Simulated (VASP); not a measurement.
# RbAsO3 (Pm-3m) in VASP: single point with LDA

Aim: the single point of RbAsO3 with LDA.

All numbers are computed with VASP 6.6.1; they aren't measurements. Logs are shortened: lines on timing, memory, paths and dates and some standing lists are left out, and cuts for length are marked.

## Step 1: The cell of the first run

Symmetry: Pm-3m, No. 221, cubic system. The conventional cell has a = 3.939 Å, b = 3.939 Å, c = 3.939 Å, α = 90.00°, β = 90.00°, γ = 90.00°. Within 3.7 Å of Rb (site symmetry m-3m) lie 12 O at 2.79 Å and 8 As at 3.41 Å. Within 2.6 Å of As (site symmetry m-3m) lie 6 O at 1.97 Å. O (site symmetry 4/mmm) has 2 As at 1.97 Å within 2.6 Å.

## Step 2: Single point, LDA

INCAR reads:

```
PREC = Accurate
ENCUT = 600
EDIFF = 1E-6
ISMEAR = -1
SIGMA = 0.01
LREAL = False
LASPH = True
NELM = 120
ALGO = Normal
ISIF = 2
LWAVE = False
LCHARG = True
GGA = CA
LELF = True
LVHAR = True
NBANDS = 24
GGA_COMPAT = False
```

KPOINTS reads:

```
regular mesh
0
Gamma
  4 4 4
```

POSCAR reads:

```
RbAsO3
1.0
    3.9394160000      0.0000000000      0.0000000000
    0.0000000000      3.9394160000      0.0000000000
    0.0000000000      0.0000000000      3.9394160000
Rb As O
1 1 3
Direct
    0.0000000000      0.0000000000      0.0000000000
    0.5000000000      0.5000000000      0.5000000000
    0.5000000000      0.5000000000      0.0000000000
    0.5000000000      0.0000000000      0.5000000000
    0.0000000000      0.5000000000      0.5000000000
```

Potentials or basis: VASP PAW LDA potentials, release 64 (Rb_sv, As, O).

Run with:

```bash
> cat potpaw_LDA.64/Rb_sv/POTCAR potpaw_LDA.64/As/POTCAR potpaw_LDA.64/O/POTCAR > POTCAR
> mpirun -np 1 vasp_std > vasp.out
```

OUTCAR:

```text
PREC = Accurate
   ENCUT = 600
   EDIFF = 1E-6
   ISMEAR = -1
   LREAL = False
   LASPH = True
   NELM = 120
   ISIF = 2
   GGA = CA

 ion  position               nearest neighbor table
   1  0.000  0.000  0.000-   3 2.79   4 2.79   5 2.79   4 2.79   5 2.79   3 2.79   5 2.79   5 2.79
                             3 2.79   4 2.79   4 2.79   3 2.79   2 3.41   2 3.41   2 3.41   2 3.41
   2  0.500  0.500  0.500-   3 1.97   4 1.97   5 1.97   3 1.97   4 1.97   5 1.97   1 3.41   1 3.41
                             1 3.41   1 3.41   1 3.41   1 3.41   1 3.41   1 3.41
   3  0.500  0.500  0.000-   2 1.97   2 1.97   1 2.79   1 2.79   1 2.79   1 2.79
   4  0.500  0.000  0.500-   2 1.97   2 1.97   1 2.79   1 2.79   1 2.79   1 2.79
   5  0.000  0.500  0.500-   2 1.97   2 1.97   1 2.79   1 2.79   1 2.79   1 2.79

  LATTYP: Found a simple cubic cell.
 ALAT       =     3.9394160000

  Lattice vectors:

 A1 = (   3.9394160000,   0.0000000000,   0.0000000000)
 A2 = (   0.0000000000,   3.9394160000,   0.0000000000)
 A3 = (   0.0000000000,   0.0000000000,   3.9394160000)

Analysis of symmetry for initial positions (statically):
=====================================================================
 Subroutine PRICEL returns:
 Original cell was already a primitive cell.

 Routine SETGRP: Setting up the symmetry group for a
 simple cubic supercell.

 Subroutine GETGRP returns: Found 48 space group operations
 (whereof 48 operations were pure point group operations)
 out of a pool of 48 trial point group operations.

The static configuration has the point symmetry O_h .

Analysis of symmetry for dynamics (positions and initial velocities):
=====================================================================
 Subroutine PRICEL returns:
 Original cell was already a primitive cell.

 Routine SETGRP: Setting up the symmetry group for a
 simple cubic supercell.

 Subroutine GETGRP returns: Found 48 space group operations
 (whereof 48 operations were pure point group operations)
 out of a pool of 48 trial point group operations.

The dynamic configuration has the point symmetry O_h .

 Subroutine INISYM returns: Found 48 space group operations
 (whereof 48 operations are pure point group operations),
 and found     1 'primitive' translations

----------------------------------------------------------------------------------------

                                     Primitive cell

  volume of cell :      61.1358
[... 80 lines left out ...]
   EDIFF  = 0.1E-05   stopping-criterion for ELM
   LREAL  =      F    real-space projection
   EDIFFG = 0.1E-04   stopping-criterion for IOM
   NSW    =      0    number of steps for IOM
   IBRION =     -1    ionic relax: 0-MD 1-quasi-New 2-CG
   NFREE  =      0    steps in history (QN), initial steepest desc. (CG)
   ISIF   =      2    stress and relaxation
   ISYM   =      2    0-nonsym 1-usesym 2-fastsym
   POTIM  = 0.5000    time-step for ionic-motion
   TEBEG  =    0.0;   TEEND  =   0.0 temperature during run
   PSTRESS=    0.0 pullay stress
   NELECT =      32.0000    total number of electrons
   NUPDOWN=      -1.0000    fix difference up-down
   EMIN   =  10.00;   EMAX   =-10.00  energy-range for DOS
   EFERMI =   0.00;   METHOD = LEGACY
   ISMEAR =    -1;   SIGMA  =   0.01  broadening in eV -4-tet -1-fermi 0-gaus
   EFERMI_NEDOS =   21; number of points for ismear=-14 and -15
   IALGO  =     38    algorithm
   IMIX   =      4    mixing-type and parameters
     AMIX     =   0.40;   BMIX     =  1.00
     AMIX_MAG =   1.60;   BMIX_MAG =  1.00
  volume/ion in A,a.u.               =      12.23        82.51
  Fermi-wavevector in a.u.,A,eV,Ry     =   1.319349  2.493208 23.683408  1.740681
  Thomas-Fermi vector in A             =   2.449253
   LORBIT       =      0    0 simple, 1 ext, 2 COOP (PROOUT), +10 PAW based schemes
   GGA     = CA    functional components
   LHFCALC =     F    Hartree Fock is set to
   AEXX    =    0.0000 exact exchange contribution
   IVDW    =     0    specifies the selected vdW correction
   LEPSILON=     F    determine dielectric tensor
   LRPA    =     F    only Hartree local field effects (RPA)
 non-spin polarized calculation
  energy-cutoff  :      600.00
  volume of cell :       61.14
 maximum number of plane-waves:      2064
 NGX is ok and might be reduce to    32
   NGX = 15   NGY = 15   NGZ = 15

 number of electron      31.9999978 magnetization

 Free energy of the ion-electron system (eV)
  ---------------------------------------------------
  ext. energy  EPLUGINS =         0.00000000
  ---------------------------------------------------
  free energy    TOTEN  =       -29.12163495 eV

  energy without entropy =      -29.11978382  energy(sigma->0) =      -29.12070938

 E-fermi :   2.4066     XC(G=0): -11.4555

 val. band max:        2.3884748037   @ k =   0.5000   0.5000   0.0000
 cond. band min:       2.4117748373   @ k =   0.5000   0.5000   0.2500
 fundamental gap:      0.0233000336
 Fermi energy:         2.4066260628

 k-point     1 :       0.0000    0.0000    0.0000
  band No.  band energies     occupation
      1     -20.7018      2.00000
      2     -16.5427      2.00000
      3     -13.5814      2.00000
      4     -13.5814      2.00000
      5      -5.7037      2.00000
      6      -5.7037      2.00000
[... 259 lines left out ...]
     23      13.7085      0.00000
     24      15.2275      0.00000

------------------------ aborting loop because EDIFF is reached ----------------------------------------

  FORCE on cell =-STRESS in cart. coord.  units (eV):
  Direction    XX          YY          ZZ          XY          YZ          ZX
  --------------------------------------------------------------------------------------
  -------------------------------------------------------------------------------------
  Total       -4.1553043     -4.1553043     -4.1553043     -0.0000000     -0.0000000     -0.0000000
  in kB     -108.8974919   -108.8974919   -108.8974919     -0.0000000     -0.0000000     -0.0000000
  external PRESSURE =    -108.8974919 kB  Pullay stress =       0.0000000 kB

 VOLUME and BASIS-vectors are now :
 -----------------------------------------------------------------------------
  energy-cutoff  :      600.00
  volume of cell :       61.14
      direct lattice vectors                 reciprocal lattice vectors
     3.939416000  0.000000000  0.000000000     0.253844732  0.000000000  0.000000000
     0.000000000  3.939416000  0.000000000     0.000000000  0.253844732  0.000000000
     0.000000000  0.000000000  3.939416000     0.000000000  0.000000000  0.253844732

 POSITION                                       TOTAL-FORCE (eV/Angst)
 -----------------------------------------------------------------------------------
      0.00000      0.00000      0.00000         0.000000      0.000000      0.000000
      1.96971      1.96971      1.96971         0.000000      0.000000      0.000000
      1.96971      1.96971      0.00000         0.000000      0.000000      0.000000
      1.96971      0.00000      1.96971         0.000000      0.000000      0.000000
      0.00000      1.96971      1.96971         0.000000      0.000000      0.000000
 -----------------------------------------------------------------------------------
    total drift:                                0.000000     -0.000000     -0.000000

  FREE ENERGIE OF THE ION-ELECTRON SYSTEM (eV)
  ---------------------------------------------------
  free  energy   TOTEN  =       -29.1216349535 eV

  energy  without entropy=      -29.1197838161  energy(sigma->0) =      -29.12070938
```

Run time: 31 s. Hardware: 1 thread of AMD EPYC 7R13, shared host; peak memory 0.13 GiB.

What came out:

```
Free energy            : -29.1216 eV
Pressure               : -10.9 GPa
Band gap on the k mesh : zero (band 16 reaches 2.44 eV, above the bottom of band 17 at 1.92 eV)
```

Levels at points of the mesh, in eV from the Fermi level:
```csv
k point,band 12,band 13,band 14,band 15,band 16,band 17,band 18,band 19,band 20,band 21
"(0.00, 0.00, 0.00)",-1.04,-1.04,-1.04,-0.49,-0.49,-0.49,8.03,8.03,8.68,9.64
"(0.50, 0.00, 0.00)",-1.57,-1.20,-1.20,-1.16,-1.16,1.18,6.20,9.71,9.71,9.79
"(0.50, 0.50, 0.00)",-1.87,-1.87,-1.25,-1.25,-0.02,3.39,5.16,5.16,9.06,10.85
"(0.50, 0.50, 0.50)",-1.70,-1.70,0.03,0.03,0.03,3.85,3.85,3.85,5.42,11.30
```

Caveat: the k points lie up to 0.40 Å⁻¹ apart.
